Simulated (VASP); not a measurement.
Here is a VASP 6.6.1 calculation.

Contents of INCAR:

```
ALGO = Normal
EDIFF = 1E-6
ENCUT = 520
ISIF = 2
ISMEAR = 0
ISYM = 0
LASPH = True
LCHARG = True
LELF = True
LREAL = False
LVHAR = True
LWAVE = False
NBANDS = 31
NELM = 100
PREC = Accurate
SIGMA = 0.1
```

Contents of KPOINTS:

```
k-points
0
Gamma
  5 5 22
```

File POSCAR:

```
Si2W
1.0
    6.6160010899      0.0000000012     -0.0003119340
    0.0000000014      7.6395000288      0.0000605605
   -1.6540744440     -3.8197375440      1.5817422739
Si W
4 2
Direct
   -0.0000128862      0.3348083589     -0.0000105907
    0.4999871138      0.3348083589     -0.0000105907
    0.0000128862      0.6651916411      0.0000105907
    0.5000128862      0.6651916411      0.0000105907
    0.0000000000      0.0000000000      0.0000000000
    0.5000000000      0.0000000000      0.0000000000
```

Potentials or basis: VASP PAW LDA potentials, release 64 (Si, W_sv).

Launch:

```bash
$ cat potpaw_LDA.64/Si/POTCAR potpaw_LDA.64/W_sv/POTCAR > POTCAR
$ mpirun -np 1 vasp_std > vasp.out
```

Task: What does it give for the pressure?

Result: -1.4 GPa.

Task: Predict the band gap on the k mesh.

Result: Zero (bands 22 and 23 overlap by 0.81 eV).

Stress tensor (GPa, compression positive):
```
-12.76   0.01   0.00
  0.01   7.83   0.00
  0.00   0.00   0.73
```

Caveat: the stress differs along the axes, from -13 to 8 GPa; spin-orbit coupling is left out, which moves the levels of the heavy elements.
